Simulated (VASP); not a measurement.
Input of a VASP 6.6.1 run:

File POSCAR:

```
Mg3Sc
1.0
    4.5131400000      0.0000000000      0.0000000000
    0.0000000000      4.5131400000      0.0000000000
    0.0000000000      0.0000000000      4.5131400000
Mg Sc
3 1
Direct
    0.5000000000      0.5000000000      0.0000000000
    0.5000000000      0.0000000000      0.5000000000
    0.0000000000      0.5000000000      0.5000000000
    0.0000000000      0.0000000000      0.0000000000
```

The input INCAR.step1:

```
PREC = Accurate
ENCUT = 600
ISMEAR = 1
SIGMA = 0.05
LREAL = False
LASPH = True
NELM = 60
GGA = PE
ALGO = Normal
EDIFF = 1E-4
LWAVE = True
LCHARG = False
```

Contents of INCAR.step2:

```
PREC = Accurate
ENCUT = 600
EDIFF = 1E-6
ISMEAR = 1
SIGMA = 0.05
LREAL = False
LASPH = True
NELM = 60
ALGO = Normal
ISIF = 3
LWAVE = False
LCHARG = False
METAGGA = R2SCAN
LMIXTAU = True
IBRION = 2
NSW = 50
EDIFFG = -0.01
ISTART = 1
```

KPOINTS

```
Automatic mesh
0
Gamma
  5 5 5
```

Potentials or basis: VASP PAW PBE potentials, release 64 (Mg, Sc_sv).

The run is started by

```console
$ cat potpaw_PBE.64/Mg/POTCAR potpaw_PBE.64/Sc_sv/POTCAR > POTCAR
$ cp INCAR.step1 INCAR
$ mpirun -np 1 vasp_std > vasp.out
$ cp INCAR.step2 INCAR
$ mpirun -np 1 vasp_std > vasp.out
```

(1) Predict the space group after relaxing (to 0.1 Å).

(2) Estimate the relaxed volume.

Answers

(1) Pm-3m (No. 221).

(2) 22.73 Å³/atom.

Caveat: the PAW data sets were made with another functional, which shifts forces and pressure a little.
